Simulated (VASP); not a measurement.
Set up this calculation in VASP 6.6.1, as the native input.

- Task: relaxation of cell and atoms
- Functional: PBE
- Potentials or basis: VASP PAW PBE potentials, release 64 (Fe)
- Cutoff: 600 eV
- k mesh: 18 × 18 × 18
- Occupations: fermi-dirac, width 0.05 eV
- Spin: collinear spin, ferromagnetic start
- Starting moments: [2.5, 2.5] μB
- Target pressure: 19 GPa
- Dipole correction: no
- Further INCAR settings: ALGO = Normal; EDIFF = 1e-06; IBRION = 2; EDIFFG = -0.005; NSW = 60; ISIF = 3

The structure of Fe lies in POSCAR:

```
Fe
1.0
   -2.1373525849      2.1373525849      1.1755439217
    2.1373525849     -2.1373525849      1.1755439217
    2.1373525849      2.1373525849     -1.1755439217
Fe
2
Direct
   -0.3750000000     -0.1250000000     -0.2500000000
    0.3750000000      0.1250000000      0.2500000000
```

The input as run:

INCAR

```
  PREC = Accurate
  ENCUT = 600
  EDIFF = 1E-6
  ISMEAR = -1
  SIGMA = 0.05
  LREAL = False
  LASPH = True
  NELM = 150
  ALGO = Normal
  ISIF = 3
  LWAVE = False
  LCHARG = False
  ISPIN = 2
  MAGMOM = 2.5 2.5
  LORBIT = 11
  LMAXMIX = 4
  GGA = PE
  IBRION = 2
  NSW = 60
  EDIFFG = -0.005
  PSTRESS = 190.0
```

KPOINTS

```
Automatic mesh
0
Gamma
  18 18 18
```

Potentials or basis: VASP PAW PBE potentials, release 64 (Fe).

Run with:

```sh
$ cat potpaw_PBE.64/Fe/POTCAR > POTCAR
$ mpirun -np 1 vasp_std > vasp.out
```

It gave:

```
Relaxed volume                                             : 11.19 Å³/atom
Relaxed cell                                               : a = 3.301 Å, b = 3.301 Å, c = 3.301 Å, α = 97.30°, β = 97.30°, γ = 138.25°
Space group after relaxing (to 0.1 Å)                      : I4_1/amd (No. 141)
Energy change on relaxing (the run minimises the enthalpy) : -68.1 meV/atom
Ionic steps                                                : 10
Pressure after relaxing                                    : 19.0 GPa
Band gap on the k mesh                                     : zero (filled and empty bands overlap)
Net moment                                                 : 4.00 μB per cell
Site moments                                               : Fe +1.98 μB
Valence electrons inside the program's atomic spheres      : Fe 7.44
```

Caveat: the cell is relaxed towards a set pressure, so the run minimises the enthalpy, not the energy.

Run time: 49 min on 1 thread of Oxide Virtual Turin-like Processor, on a shared host, peak memory 0.38 GiB.
